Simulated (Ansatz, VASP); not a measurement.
One calculation of Si4Cl, two programs

```
Si Cl
1.0
     3.74788   -4.89066    0.00000
     3.74788    4.89066    0.00000
     0.00000    0.00000    3.31190
Si Cl
4 1
Cartesian
  2.4053 0.0000 0.0000
  3.7479 1.3301 1.6559
  3.7479 -1.3301 1.6559
  5.0905 0.0000 0.0000
  0.0000 0.0000 0.0000
```

Change from the starting cell: species swapped into the OsCl4 type (Cmmm, No. 65).

Alike in both runs: functional PBE; k mesh 6 × 6 × 12; occupations gaussian, width 0.1 eV; no spin polarisation.

Ansatz relaxed the structure, and its values are those at the end. VASP's run is a single point on that final structure, the one shown.

|  | VASP | Ansatz |
| --- | --- | --- |
| version | VASP 6.6.1 | Ansatz 0.2.0 |
| potentials or method | VASP PAW PBE potentials, release 64 (Si, Cl), cutoff 520 eV | scalar-relativistic, plane waves, PAW |
| valence electrons in the cell | 23 | 23 |

Ansatz gave:

| Item | Value |
| --- | --- |
| gap on the k mesh at the Fermi level (eV) | none |
| pressure (GPa) | 0.0 |
| rms of the force components (eV/Å) | 0.001 |

**Question.** What did VASP give for the same quantities?

**Answer.** gap on the k mesh at the Fermi level (eV): none; pressure (GPa): 0.0; rms of the force components (eV/Å): 0.008.

A gap of «none» marks a metal or a gap that the smearing closes.
